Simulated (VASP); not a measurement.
# Sr (Fm-3m) in VASP: notebook, part 2 of 2

VASP 6.6.1.

**3. Relaxation of volume and atoms at fixed shape, LDA**

This run uses another cell than the first one, of 56.32 Å³/atom, 1.166 times its volume.

File INCAR:

```
SYSTEM = Sr
ALGO = Normal ; EDIFF = 1E-7
EDIFFG = -0.01 ; ENCUT = 600
GGA = CA ; IBRION = 2
ISIF = 8 ; ISMEAR = 0
LASPH = .TRUE. ; LCHARG = .FALSE.
LREAL = .FALSE. ; LWAVE = .FALSE.
NELM = 80 ; NSW = 80
PREC = Accurate ; SIGMA = 0.05
```

File KPOINTS:

```
k-points
0
G
  7 7 7
  0 0 0
```

File POSCAR:

```
Sr
1.0
    0.0000000000      3.0423500000      3.0423500000
    3.0423500000      0.0000000000      3.0423500000
    3.0423500000      3.0423500000      0.0000000000
Sr
1
Direct
    0.0000000000      0.0000000000      0.0000000000
```

Potentials or basis: VASP PAW LDA potentials, release 64 (Sr_sv).

On the command line:

```sh
$ cat potpaw_LDA.64/Sr_sv/POTCAR > POTCAR
$ mpirun -np 1 vasp_std > vasp.out
```

OUTCAR:

```text
SYSTEM = Sr
   EDIFF = 1E-7
   EDIFFG = -0.01
   ENCUT = 600
   GGA = CA
   IBRION = 2
   ISIF = 8
   ISMEAR = 0
   LASPH = .TRUE.
   LREAL = .FALSE.
   NELM = 80
   NSW = 80
   PREC = Accurate

 ion  position               nearest neighbor table
   1  0.000  0.000  0.000-

  LATTYP: Found a face centered cubic cell.
 ALAT       =     6.0847000000

  Lattice vectors:

 A1 = (   0.0000000000,   3.0423500000,   3.0423500000)
 A2 = (   3.0423500000,   0.0000000000,   3.0423500000)
 A3 = (   3.0423500000,   3.0423500000,   0.0000000000)

Analysis of symmetry for initial positions (statically):
=====================================================================
 Subroutine PRICEL returns:
 Original cell was already a primitive cell.

 Routine SETGRP: Setting up the symmetry group for a
 face centered cubic supercell.

 Subroutine GETGRP returns: Found 48 space group operations
 (whereof 48 operations were pure point group operations)
 out of a pool of 48 trial point group operations.

The static configuration has the point symmetry O_h .

Analysis of symmetry for dynamics (positions and initial velocities):
=====================================================================
 Subroutine PRICEL returns:
 Original cell was already a primitive cell.

 Routine SETGRP: Setting up the symmetry group for a
 face centered cubic supercell.

 Subroutine GETGRP returns: Found 48 space group operations
 (whereof 48 operations were pure point group operations)
 out of a pool of 48 trial point group operations.

The dynamic configuration has the point symmetry O_h .

 Subroutine INISYM returns: Found 48 space group operations
 (whereof 48 operations are pure point group operations),
 and found     1 'primitive' translations

----------------------------------------------------------------------------------------

                                     Primitive cell

  volume of cell :      56.3193

  direct lattice vectors                    reciprocal lattice vectors
     0.000000000  3.042350000  3.042350000    -0.164346640  0.164346640  0.164346640
     3.042350000  0.000000000  3.042350000     0.164346640 -0.164346640  0.164346640
     3.042350000  3.042350000  0.000000000     0.164346640  0.164346640 -0.164346640

  length of vectors
     4.302532631  4.302532631  4.302532631     0.284656730  0.284656730  0.284656730

  position of ions in fractional coordinates (direct lattice)
     0.000000000  0.000000000  0.000000000

  ion indices of the primitive-cell ions
   primitive index   ion index
                 1           1

----------------------------------------------------------------------------------------

 KPOINTS: k-points

Automatic generation of k-mesh.
 Grid dimensions read from file:
 generate k-points for:    7    7    7

 Generating k-lattice:

  Cartesian coordinates                     Fractional coordinates (reciprocal lattice)
    -0.023478091  0.023478091  0.023478091     0.142857143  0.000000000  0.000000000
     0.023478091 -0.023478091  0.023478091     0.000000000  0.142857143  0.000000000
     0.023478091  0.023478091 -0.023478091     0.000000000  0.000000000  0.142857143

  Length of vectors
     0.040665247  0.040665247  0.040665247

  Shift w.r.t. Gamma in fractional coordinates (k-lattice)
     0.000000000  0.000000000  0.000000000

 Subroutine IBZKPT returns following result:
 ===========================================

 Found     20 irreducible k-points:

 Following reciprocal coordinates:
            Coordinates               Weight
  0.000000  0.000000  0.000000      1.000000
  0.142857  0.000000  0.000000      8.000000
  0.285714  0.000000  0.000000      8.000000
  0.428571  0.000000  0.000000      8.000000
  0.142857  0.142857  0.000000      6.000000
  0.285714  0.142857  0.000000     24.000000
[... 12 lines left out ...]
 -0.428571  0.428571  0.142857     24.000000
 -0.285714  0.428571  0.142857     24.000000
   k-points           NKPTS =     20   k-points in BZ     NKDIM =     20   number of bands    NBANDS=      9
   number of dos      NEDOS =    301   number of ions     NIONS =      1
   total plane-waves  NPLWV =  46656
   dimension x,y,z NGX =    36 NGY =   36 NGZ =   36
   dimension x,y,z NGXF=    72 NGYF=   72 NGZF=   72
   ions per type =               1
   NGX,Y,Z   is equivalent  to a cutoff of  13.91, 13.91, 13.91 a.u.
   NGXF,Y,Z  is equivalent  to a cutoff of  27.82, 27.82, 27.82 a.u.
 SYSTEM =  Sr
   PREC   = accura    normal or accurate (medium, high low for compatibility)
   ISTART =      0    job   : 0-new  1-cont  2-samecut
   ICHARG =      2    charge: 1-file 2-atom 10-const
   ISPIN  =      1    spin polarized calculation?
   LNONCOLLINEAR =      F non collinear calculations
   LSORBIT =      F    spin-orbit coupling
   LASPH  =      T    aspherical Exc in radial PAW
   ENCUT  =  600.0 eV  44.10 Ry    6.64 a.u.   8.59  8.59  8.59*2*pi/ulx,y,z
   NELM   =     80;   NELMIN=  2; NELMDL= -5     # of ELM steps
   EDIFF  = 0.1E-06   stopping-criterion for ELM
   LREAL  =      F    real-space projection
   EDIFFG = -.1E-01   stopping-criterion for IOM
   NSW    =     80    number of steps for IOM
   IBRION =      2    ionic relax: 0-MD 1-quasi-New 2-CG
   NFREE  =      1    steps in history (QN), initial steepest desc. (CG)
   ISIF   =      8    stress and relaxation
   ISYM   =      2    0-nonsym 1-usesym 2-fastsym
   POTIM  = 0.5000    time-step for ionic-motion
   TEBEG  =    0.0;   TEEND  =   0.0 temperature during run
   PSTRESS=    0.0 pullay stress
   NELECT =      10.0000    total number of electrons
   NUPDOWN=      -1.0000    fix difference up-down
   EMIN   =  10.00;   EMAX   =-10.00  energy-range for DOS
   EFERMI =   0.00;   METHOD = LEGACY
   ISMEAR =     0;   SIGMA  =   0.05  broadening in eV -4-tet -1-fermi 0-gaus
   EFERMI_NEDOS =   21; number of points for ismear=-14 and -15
   IALGO  =     38    algorithm
   IMIX   =      4    mixing-type and parameters
     AMIX     =   0.40;   BMIX     =  1.00
     AMIX_MAG =   1.60;   BMIX_MAG =  1.00
  volume/ion in A,a.u.               =      56.32       380.06
  Fermi-wavevector in a.u.,A,eV,Ry     =   0.920144  1.738819 11.519569  0.846664
  Thomas-Fermi vector in A             =   2.045416
   LORBIT       =      0    0 simple, 1 ext, 2 COOP (PROOUT), +10 PAW based schemes
   GGA     = CA    functional components
   LHFCALC =     F    Hartree Fock is set to
   AEXX    =    0.0000 exact exchange contribution
   IVDW    =     0    specifies the selected vdW correction
   LEPSILON=     F    determine dielectric tensor
   LRPA    =     F    only Hartree local field effects (RPA)
 conjugate gradient relaxation of ions
 non-spin polarized calculation
 Gauss-broadening in eV      SIGMA  =   0.05
  energy-cutoff  :      600.00
  volume of cell :       56.32
 maximum number of plane-waves:      1899
   NGX = 17   NGY = 17   NGZ = 17

--------------------------------------- Ionic step        1  -------------------------------------------

 number of electron      10.0000000 magnetization

 Free energy of the ion-electron system (eV)
  ---------------------------------------------------
  ext. energy  EPLUGINS =         0.00000000
  ---------------------------------------------------
  free energy    TOTEN  =        -1.85428195 eV

  energy without entropy =       -1.84980995  energy(sigma->0) =       -1.85204595

------------------------ aborting loop because EDIFF is reached ----------------------------------------

  FORCE on cell =-STRESS in cart. coord.  units (eV):
  Direction    XX          YY          ZZ          XY          YZ          ZX
  --------------------------------------------------------------------------------------
  -------------------------------------------------------------------------------------
  Total       -0.5706460     -0.5706460     -0.5706460     -0.0000000     -0.0000000      0.0000000
  in kB      -16.2337870    -16.2337870    -16.2337870     -0.0000000     -0.0000000      0.0000000
  external PRESSURE =     -16.2337870 kB  Pullay stress =       0.0000000 kB
[... 90 lines left out ...]
  energy  without entropy=       -1.8989655751  energy(sigma->0) =       -1.89968573

--------------------------------------- Ionic step        4  -------------------------------------------

 number of electron      10.0000000 magnetization

 Free energy of the ion-electron system (eV)
  ---------------------------------------------------
  ext. energy  EPLUGINS =         0.00000000
  ---------------------------------------------------
  free energy    TOTEN  =        -1.90065682 eV

  energy without entropy =       -1.89941580  energy(sigma->0) =       -1.90003631

 E-fermi :   1.9258     XC(G=0):  -7.9772

 val. band max:        1.8720324647   @ k =  -0.2857   0.4286   0.1429
 cond. band min:       1.9796054212   @ k =  -0.4286   0.2857   0.0000
 fundamental gap:      0.1075729565
 Fermi energy:         1.9258189390

 k-point     1 :       0.0000    0.0000    0.0000
  band No.  band energies     occupation
      1     -34.3326      2.00000
      2     -16.2829      2.00000
      3     -16.2829      2.00000
      4     -16.2829      2.00000
      5      -1.9687      2.00000
      6       4.2615      0.00000
      7       4.2615      0.00000
      8       4.2615      0.00000
      9       5.9406      0.00000
[... 254 lines left out ...]
  FREE ENERGIE OF THE ION-ELECTRON SYSTEM (eV)
  ---------------------------------------------------
  free  energy   TOTEN  =        -1.9006568208 eV

  energy  without entropy=       -1.8994157989  energy(sigma->0) =       -1.90003631

 reached required accuracy - stopping structural energy minimisation
```

CONTCAR:

```text
Sr
   1.00000000000000
     0.0000000000000000    2.8895838287398847    2.8895838287398847
     2.8895838287398847    0.0000000000000000    2.8895838287398847
     2.8895838287398847    2.8895838287398847    0.0000000000000000
  Sr
     1
Direct
     0.0000000000000000    0.0000000000000000    0.0000000000000000

  0.00000000E+00  0.00000000E+00  0.00000000E+00
```

It took 83 s on 1 thread of AMD EPYC 7R13, shared host; peak memory 0.15 GiB.

What came out:

```yaml
Free_energy: -1.9007 eV
Relaxed_volume: 48.25 Å³/atom
Relaxed_cell: a = 4.086 Å, b = 4.086 Å, c = 4.086 Å, α = 60.00°, β = 60.00°, γ = 60.00°
Space_group_after_relaxing_to_0.05_Å: Fm-3m (No. 225)
Energy_gained_by_relaxing: 46.4 meV/atom
Ionic_steps: 4
Pressure_after_relaxing: 0.0 GPa
Band_gap_on_the_k_mesh: 0.11 eV, indirect (least direct gap 0.34 eV)
```

Step by step:
```
step  energy change (eV)  largest force (eV/Å)  pressure (GPa)  volume (Å³)
   1              0.0000                0.0000           -1.62        56.32
   2             -0.0363                0.0000           -0.88        51.79
   3             -0.0461                0.0000           -0.15        48.82
   4             -0.0464                0.0000            0.01        48.25
```

Final structure:
```yaml
crystal:
  lattice:
    - [0.00000, 2.88958, 2.88958]
    - [2.88958, 0.00000, 2.88958]
    - [2.88958, 2.88958, 0.00000]
  atoms:
    - { symbol: Sr, position: [0.00000, 0.00000, 0.00000] }
```

Levels at points of the mesh, in eV from the valence-band top:
| k point | band 2 | band 3 | band 4 | band 5 | band 6 | band 7 | band 8 | band 9 |
| --- | --- | --- | --- | --- | --- | --- | --- | --- |
| (0.00, 0.00, 0.00) | -18.15 | -18.15 | -18.15 | -3.84 | 2.39 | 2.39 | 2.39 | 4.07 |

Caveat: the volume moved by -14 % from the deposited cell, more than functionals usually miss. Zero-point motion and thermal expansion aren't in these numbers.
